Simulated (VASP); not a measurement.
The system is MoH6.

```
CELL_PARAMETERS angstrom
4.03078 0.00000 0.00000
0.00000 4.03078 0.00000
0.00000 0.00000 4.03078
ATOMIC_POSITIONS crystal
H 0.50000 0.50000 0.20000
H 0.50000 0.50000 0.80000
H 0.20000 0.50000 0.50000
H 0.80000 0.50000 0.50000
H 0.50000 0.20000 0.50000
H 0.50000 0.80000 0.50000
Mo 0.00000 0.00000 0.00000
```

```yaml
Program: VASP 6.6.1
Task: relaxation of cell and atoms
Functional: PBE
Potentials_or_basis: VASP PAW PBE potentials, release 64 (H, Mo_sv)
Cutoff: 500 eV
k_mesh: 3 × 3 × 3
Occupations: gaussian, width 0.15 eV
Spin: no spin polarisation
```

At the start: pressure -25.0 GPa; volume 9.36 Å³/atom.

Question: Where does the relaxation end?

Answer: Over 13 steps the energy falls by 844.0 meV/atom and the volume is 4.88 Å³/atom (-47.8 %); space group Pm-3m (No. 221, to 0.05 Å).

The path:
| step | energy change (eV) | largest force (eV/Å) | pressure (GPa) | volume (Å³) |
| --- | --- | --- | --- | --- |
| 1 | 0.0000 | 0.4687 | -25.03 | 65.49 |
| 2 | -2.2230 | 0.9556 | -27.37 | 52.59 |
| 3 | -3.8081 | 1.3969 | 77.43 | 24.24 |
| 4 | -4.6819 | 1.4307 | -16.61 | 37.45 |
| 5 | -4.9729 | 1.6542 | 21.36 | 28.88 |
| 6 | -5.0976 | 1.6185 | 2.28 | 31.86 |
| 7 | -5.6384 | 0.0739 | 21.94 | 29.61 |
| 8 | -5.6629 | 0.3670 | 17.53 | 29.95 |
| 9 | -5.8818 | 0.0364 | 5.77 | 32.63 |
| 10 | -5.9007 | 0.2372 | 2.03 | 33.98 |
| 11 | -5.9010 | 0.2186 | 2.32 | 33.86 |
| 12 | -5.9027 | 0.1838 | -1.82 | 34.48 |
| 13 | -5.9082 | 0.0044 | 0.08 | 34.18 |

Final structure:
```xyz
7
Lattice="3.2454 0.0000 0.0000 0.0000 3.2454 0.0000 0.0000 0.0000 3.2454" Properties=species:S:1:pos:R:3 pbc="T T T"
H     1.6227    1.6227    0.4556
H     1.6227    1.6227    2.7898
H     0.4556    1.6227    1.6227
H     2.7898    1.6227    1.6227
H     1.6227    0.4556    1.6227
H     1.6227    2.7898    1.6227
Mo    0.0000    0.0000    0.0000
```

Caveat: the k points lie up to 0.65 Å⁻¹ apart in the final cell; the volume moved by over 15 % at a fixed basis, so the end points are rough; the relaxation stopped at a loose force limit of 0.08 eV/Å, so its end isn't a converged minimum.
